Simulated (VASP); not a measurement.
Here is a VASP 6.6.1 calculation.

Contents of POSCAR:

```
SnO
1.0
    3.3550050000      0.0000000000      0.0000000000
    0.0000000000      5.6741040000      0.0000000000
    0.0000000000      0.0000000000      4.2219700000
Sn O
2 2
Direct
    0.0000000000      0.2319090000      0.5131440000
    0.5000000000      0.7680910000      0.0131440000
    0.0000000000      0.8912500000      0.7368570000
    0.5000000000      0.1087500000      0.2368570000
```

INCAR.step1

```
SYSTEM = SnO
PREC     = Accurate       ! precision mode
ENCUT    = 660            ! plane-wave cutoff, eV
ISMEAR   = 0              ! smearing method
SIGMA    = 0.01           ! smearing width, eV
LREAL    = .FALSE.        ! projectors in reciprocal space
LASPH    = .TRUE.         ! aspherical terms in the spheres
NELM     = 120            ! most SCF steps
NBANDS   = 28             ! bands
GGA      = PE             ! functional
ALGO     = Normal         ! electronic algorithm
EDIFF    = 1E-5           ! SCF threshold, eV
LWAVE    = .TRUE.         ! write WAVECAR
LCHARG   = .FALSE.        ! write CHGCAR
GGA_COMPAT= .FALSE.
```

INCAR.step2

```
SYSTEM = SnO
PREC     = Accurate       ! precision mode
ENCUT    = 660            ! plane-wave cutoff, eV
EDIFF    = 1E-6           ! SCF threshold, eV
ISMEAR   = 0              ! smearing method
SIGMA    = 0.01           ! smearing width, eV
LREAL    = .FALSE.        ! projectors in reciprocal space
LASPH    = .TRUE.         ! aspherical terms in the spheres
NELM     = 120            ! most SCF steps
ALGO     = Normal         ! electronic algorithm
ISIF     = 2              ! what is computed and relaxed
LWAVE    = .FALSE.        ! write WAVECAR
LCHARG   = .TRUE.         ! write CHGCAR
METAGGA  = R2SCAN         ! meta-GGA
LMIXTAU  = .TRUE.       
LELF     = .TRUE.         ! ELF
LVHAR    = .TRUE.       
NBANDS   = 28             ! bands
ISTART   = 1            
GGA_COMPAT= .FALSE.
```

KPOINTS

```
Automatic mesh
0
G
  4 2 4
  0 0 0
```

Potentials or basis: VASP PAW PBE potentials, release 64 (Sn_d, O).

The run is started by

```sh
$ cat potpaw_PBE.64/Sn_d/POTCAR potpaw_PBE.64/O/POTCAR > POTCAR
$ cp INCAR.step1 INCAR
$ mpirun -np 1 vasp_std > vasp.out
$ cp INCAR.step2 INCAR
$ mpirun -np 1 vasp_std > vasp.out
```

**Question.** What does it give for the pressure?

**Answer.** -2.8 GPa.

**Question.** What does it give for the largest force?

**Answer.** 0.508 eV/Å.

**Question.** Predict the band gap on the k mesh.

**Answer.** 2.20 eV (least direct gap 2.92 eV).

Forces on the atoms (eV/Å):
```
Sn   0.000 -0.482 -0.158
Sn   0.000  0.482 -0.158
O    0.000  0.195  0.158
O    0.000 -0.195  0.158
```

Caveat: the k points lie up to 0.55 Å⁻¹ apart; the PAW data sets were made with another functional, which shifts forces and pressure a little; spin-orbit coupling is left out, which moves the levels of the heavy elements. A k mesh can miss the band edges.
